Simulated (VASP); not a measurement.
# Mg2SiN2 (I4mm) in VASP: notebook

The runs below take Mg2SiN2 through single point, relaxation of cell and atoms, with PBE.

Program: VASP 6.6.1. These are calculated values, not measurements. Logs are shortened: lines on timing, memory, paths and dates and some standing lists are left out, and cuts for length are marked.

## (1) The cell of the first run

It takes space group I4mm (No. 107, tetragonal). Conventional cell: a = 6.500 Å, b = 6.500 Å, c = 5.318 Å, α = 90.00°, β = 90.00°, γ = 90.00°. Within 1.1 Å of Mg (site symmetry 2mm) lie 1 N at 0.84 Å. Within 4.3 Å of Si (site symmetry 4mm) lie 8 Mg at 3.28 to 3.95 Å and 8 N at 3.28 to 3.94 Å. Within 1.1 Å of N (site symmetry 2mm) lie 1 Mg at 0.84 Å.

## (2) Single point, PBE

Contents of INCAR:

```
PREC = Accurate
ENCUT = 520
EDIFF = 1E-6
ISMEAR = 0
SIGMA = 0.1
LREAL = False
LASPH = True
NELM = 100
ALGO = Normal
ISIF = 2
LWAVE = False
LCHARG = False
GGA = PE
NBANDS = 17
```

Contents of KPOINTS:

```
Automatic mesh
0
Gamma
  4 4 4
```

Contents of POSCAR:

```
Mg2SiN2
1.0
   -3.2498973700      3.2498973700      2.6590280400
    3.2498973700     -3.2498973700      2.6590280400
    3.2498973700      3.2498973700     -2.6590280400
Mg Si N
2 1 2
Direct
    0.3903153700      0.8903153700      0.5000000000
    0.8903153700      0.3903153700      0.5000000000
    0.8136119500      0.8136119500      0.0000000000
    0.7327341500      0.2327341500      0.5000000000
    0.2327341500      0.7327341500      0.5000000000
```

Potentials or basis: VASP PAW PBE potentials, release 64 (Mg, Si, N).

Launch:

```console
> cat potpaw_PBE.64/Mg/POTCAR potpaw_PBE.64/Si/POTCAR potpaw_PBE.64/N/POTCAR > POTCAR
> mpirun -np 1 vasp_std > vasp.out
```

OUTCAR:

```text
PREC = Accurate
   ENCUT = 520
   EDIFF = 1E-6
   ISMEAR = 0
   LREAL = False
   LASPH = True
   NELM = 100
   ISIF = 2
   GGA = PE

 ion  position               nearest neighbor table
   1  0.390  0.890  0.500-   5 0.84   4 1.82   2 2.66   2 2.66   3 3.28   3 3.28
   2  0.890  0.390  0.500-   4 0.84   5 1.82   1 2.66   1 2.66   3 3.28   3 3.28
   3  0.814  0.814  0.000-   1 3.28   2 3.28   1 3.28   2 3.28
   4  0.733  0.233  0.500-   2 0.84   1 1.82
   5  0.233  0.733  0.500-   1 0.84   2 1.82

 -----------------------------------------------------------------------------
|                                                                             |
|           W    W    AA    RRRRR   N    N  II  N    N   GGGG   !!!           |
|           W    W   A  A   R    R  NN   N  II  NN   N  G    G  !!!           |
|           W    W  A    A  R    R  N N  N  II  N N  N  G       !!!           |
|           W WW W  AAAAAA  RRRRR   N  N N  II  N  N N  G  GGG   !            |
|           WW  WW  A    A  R   R   N   NN  II  N   NN  G    G                |
|           W    W  A    A  R    R  N    N  II  N    N   GGGG   !!!           |
|                                                                             |
|     The distance between some ions is very small. Please check the          |
|     nearest-neighbor list in the OUTCAR file.                               |
|     I HOPE YOU KNOW WHAT YOU ARE DOING!                                     |
|                                                                             |
 -----------------------------------------------------------------------------

  LATTYP: Found a body centered tetragonal cell.
 ALAT       =     6.4997947400
 C/A-ratio  =     0.8181883110

  Lattice vectors:

 A1 = (  -3.2498973700,   3.2498973700,   2.6590280400)
 A2 = (   3.2498973700,  -3.2498973700,   2.6590280400)
 A3 = (   3.2498973700,   3.2498973700,  -2.6590280400)

Analysis of symmetry for initial positions (statically):
=====================================================================
 Subroutine PRICEL returns:
 Original cell was already a primitive cell.

 Routine SETGRP: Setting up the symmetry group for a
 body centered tetragonal supercell.

 Subroutine GETGRP returns: Found  8 space group operations
 (whereof  8 operations were pure point group operations)
 out of a pool of 16 trial point group operations.

The static configuration has the point symmetry C_4v.

Analysis of symmetry for dynamics (positions and initial velocities):
=====================================================================
 Subroutine PRICEL returns:
 Original cell was already a primitive cell.

 Routine SETGRP: Setting up the symmetry group for a
 body centered tetragonal supercell.
[... 109 lines left out ...]
   PSTRESS=    0.0 pullay stress
   NELECT =      18.0000    total number of electrons
   NUPDOWN=      -1.0000    fix difference up-down
   EMIN   =  10.00;   EMAX   =-10.00  energy-range for DOS
   EFERMI =   0.00;   METHOD = LEGACY
   ISMEAR =     0;   SIGMA  =   0.10  broadening in eV -4-tet -1-fermi 0-gaus
   EFERMI_NEDOS =   21; number of points for ismear=-14 and -15
   IALGO  =     38    algorithm
   IMIX   =      4    mixing-type and parameters
     AMIX     =   0.40;   BMIX     =  1.00
     AMIX_MAG =   1.60;   BMIX_MAG =  1.00
  volume/ion in A,a.u.               =      22.47       151.62
  Fermi-wavevector in a.u.,A,eV,Ry     =   0.889184  1.680314 10.757420  0.790648
  Thomas-Fermi vector in A             =   2.010711
   LORBIT       =      0    0 simple, 1 ext, 2 COOP (PROOUT), +10 PAW based schemes
   GGA     = PE    functional components
   LHFCALC =     F    Hartree Fock is set to
   AEXX    =    0.0000 exact exchange contribution
   IVDW    =     0    specifies the selected vdW correction
   LEPSILON=     F    determine dielectric tensor
   LRPA    =     F    only Hartree local field effects (RPA)
 non-spin polarized calculation
 Gauss-broadening in eV      SIGMA  =   0.10
  energy-cutoff  :      520.00
  volume of cell :      112.34
 maximum number of plane-waves:      3040
   NGX = 19   NGY = 19   NGZ = 19

 number of electron      18.0000008 magnetization

 Free energy of the ion-electron system (eV)
  ---------------------------------------------------
  ext. energy  EPLUGINS =         0.00000000
  ---------------------------------------------------
  free energy    TOTEN  =        80.41301010 eV

  energy without entropy =       80.45420921  energy(sigma->0) =       80.43360966

 E-fermi :   1.3733     XC(G=0):  -7.4311

 val. band max:        1.3541289143   @ k =   0.5000  -0.0000   0.0000
 cond. band min:       1.3989964670   @ k =   0.2500  -0.0000   0.0000
 fundamental gap:      0.0448675527
 Fermi energy:         1.3732663688

 k-point     1 :       0.0000    0.0000    0.0000
  band No.  band energies     occupation
      1     -10.1354      2.00000
      2      -8.4584      2.00000
      3      -5.1211      2.00000
      4      -4.3279      2.00000
      5      -4.3279      2.00000
      6      -4.1072      2.00000
[... 237 lines left out ...]
      4      -4.4528      2.00000
      5      -4.4528      2.00000
      6      -4.1919      2.00000
[... 9 lines left out ...]
     16       7.4867      0.00000
     17       8.2906      0.00000

------------------------ aborting loop because EDIFF is reached ----------------------------------------

  FORCE on cell =-STRESS in cart. coord.  units (eV):
  Direction    XX          YY          ZZ          XY          YZ          ZX
  --------------------------------------------------------------------------------------
  -------------------------------------------------------------------------------------
  Total       -2.5221526     -2.5221526    243.6476746      0.0000000      0.0000000      0.0000000
  in kB      -35.9715981    -35.9715981   3474.9667387      0.0000000      0.0000000      0.0000000
  external PRESSURE =    1134.3411808 kB  Pullay stress =       0.0000000 kB

 VOLUME and BASIS-vectors are now :
 -----------------------------------------------------------------------------
  energy-cutoff  :      520.00
  volume of cell :      112.34
      direct lattice vectors                 reciprocal lattice vectors
    -3.249897370  3.249897370  2.659028040     0.000000000  0.153851012  0.188038634
     3.249897370 -3.249897370  2.659028040     0.153851012  0.000000000  0.188038634
     3.249897370  3.249897370 -2.659028040     0.153851012  0.153851012  0.000000000

 POSITION                                       TOTAL-FORCE (eV/Angst)
 -----------------------------------------------------------------------------------
      3.24990      0.00000      2.07572         0.000000      0.000000    141.135250
      0.00000      3.24990      2.07572         0.000000      0.000000    141.135250
      0.00000      0.00000      4.32683        -0.000000     -0.000000      0.055708
     -0.00000      3.24990      1.23769        -0.000000     -0.000000   -141.163104
      3.24990     -0.00000      1.23769         0.000000      0.000000   -141.163104
 -----------------------------------------------------------------------------------
    total drift:                               -0.000003     -0.000003     -0.003892

  FREE ENERGIE OF THE ION-ELECTRON SYSTEM (eV)
  ---------------------------------------------------
  free  energy   TOTEN  =        80.4130101028 eV

  energy  without entropy=       80.4542092089  energy(sigma->0) =       80.43360966
```

OSZICAR:

```text
N       E                     dE             d eps       ncg     rms          rms(c)
DAV:   1     0.190258369416E+03    0.19026E+03   -0.68917E+03   442   0.829E+02
DAV:   2     0.746751982693E+02   -0.11558E+03   -0.10766E+03   694   0.178E+02
DAV:   3     0.556989342343E+02   -0.18976E+02   -0.18451E+02   615   0.681E+01
[... 20 lines left out ...]
DAV:  24     0.804128860411E+02    0.10869E-02   -0.17846E-03   695   0.221E-01    0.204E-01
DAV:  25     0.804129930297E+02    0.10699E-03   -0.17979E-04   688   0.734E-02    0.708E-02
DAV:  26     0.804130053829E+02    0.12353E-04   -0.12417E-05   687   0.195E-02    0.355E-02
DAV:  27     0.804130092803E+02    0.38974E-05   -0.81577E-06   630   0.161E-02    0.400E-03
DAV:  28     0.804130101028E+02    0.82250E-06   -0.26804E-07   238   0.330E-03
   1 F= 0.80413010E+02 E0= 0.80433610E+02  d E =-.411991E-01
```

Wall time 28 s (1 thread of Intel Xeon 6975P-C (Granite Rapids), shared host); peak memory 0.24 GiB.

Results:

* Free energy: 80.4130 eV
* Pressure: 113.4 GPa
* Largest force: 141.163 eV/Å
* Band gap on the k mesh: zero (band 9 reaches 1.93 eV, above the bottom of band 10 at 0.98 eV)

Forces on the atoms (eV/Å):
```
Mg     0.000    0.000  141.135
Mg     0.000    0.000  141.135
Si     0.000    0.000    0.056
N      0.000    0.000 -141.163
N      0.000    0.000 -141.163
```

Stress tensor (GPa, compression positive):
```
 -3.60   0.00   0.00
  0.00  -3.60   0.00
  0.00   0.00 347.50
```

Caveat: the k points lie up to 0.38 Å⁻¹ apart; forces of over 1 eV/Å act on the atoms, so gaps and moduli don't describe the material at rest.

[end of part 1 of 2]
